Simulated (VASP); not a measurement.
Here is a VASP 6.6.1 calculation.

File INCAR:

```
SYSTEM = GaAs
  PREC = Accurate
  ENCUT = 500
  EDIFF = 1E-6
  ISMEAR = 0
  SIGMA = 0.01
  LREAL = .FALSE.
  LASPH = .TRUE.
  NELM = 120
  ALGO = Normal
  ISIF = 2
  LWAVE = .FALSE.
  LCHARG = .TRUE.
  GGA = PE
  LELF = .TRUE.
  LVHAR = .TRUE.
  NBANDS = 16
  GGA_COMPAT = .FALSE.
```

KPOINTS

```
regular mesh
0
G
  8 8 8
  0 0 0
```

Contents of POSCAR:

```
GaAs
1.0
    0.0000000000      2.8924516666      2.8924516666
    2.8924516666      0.0000000000      2.8924516666
    2.8924516666      2.8924516666      0.0000000000
Ga As
1 1
Direct
    0.0000000000      0.0000000000      0.0000000000
    0.2500000000      0.2500000000      0.2500000000
```

Potentials or basis: VASP PAW PBE potentials, release 64 (Ga_d, As).

Launch:

```sh
$ cat potpaw_PBE.64/Ga_d/POTCAR potpaw_PBE.64/As/POTCAR > POTCAR
$ mpirun -np 1 vasp_std > vasp.out
```

(1) Estimate the band gap on the k mesh.

(2) Estimate the pressure.

## Answers

(1) 0.01 eV, direct.

(2) -1.1 GPa.
